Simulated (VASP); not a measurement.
Wanted: the native input for a VASP 6.6.1 run.

```
Task                   : single point
Functional             : RPBE
Potentials or basis    : VASP PAW PBE potentials, release 64 (Ni)
Cutoff                 : 520 eV
k mesh                 : 12 × 12 × 17
Occupations            : fermi-dirac, width 0.05 eV
Spin                   : collinear spin, ferromagnetic start
Starting moments       : [0.673, 0.722, 0.722] μB
Dipole correction      : no
Further INCAR settings : ALGO = Normal; EDIFF = 1e-06; NBANDS = 26
```

The structure of Ni lies in POSCAR:

```
Ni
1.0
    4.0294883907      0.0000000000      0.0000000000
   -2.0147441954      3.4896393106      0.0000000000
    0.0000000000      0.0000000000      2.4432183929
Ni
3
Direct
    0.0000000000      0.0000000000      0.0000000000
    0.3333333333      0.6666666667      0.5000000000
    0.6666666667      0.3333333333      0.5000000000
```

These files were run (other wordings do the same):

INCAR

```
  ALGO = Normal
  EDIFF = 1E-6
  ENCUT = 520
  GGA = RP
  ISIF = 2
  ISMEAR = -1
  ISPIN = 2
  LASPH = T
  LCHARG = F
  LMAXMIX = 4
  LORBIT = 11
  LREAL = F
  LWAVE = F
  MAGMOM = 0.673 0.722 0.722
  NBANDS = 26
  NELM = 150
  PREC = Accurate
  SIGMA = 0.05
```

KPOINTS

```
k-points
0
Gamma
  12 12 17
```

Potentials or basis: VASP PAW PBE potentials, release 64 (Ni).

The run is started by

```sh
$ cat potpaw_PBE.64/Ni/POTCAR > POTCAR
$ mpirun -np 1 vasp_std > vasp.out
```

Results of the run:

```
Pressure                                              : 0.2 GPa
Net moment                                            : 1.93 μB per cell
Site moments                                          : Ni +0.63, +0.67 μB
Valence electrons inside the program's atomic spheres : Ni 9.18, 9.26
```

Caveat: the PAW data sets were made with another functional, which shifts forces and pressure a little.

It took 2.1 min on 1 thread of Intel(R) Xeon(R) 6975P-C (Granite Rapids) (shared host), peak memory 0.3 GiB.
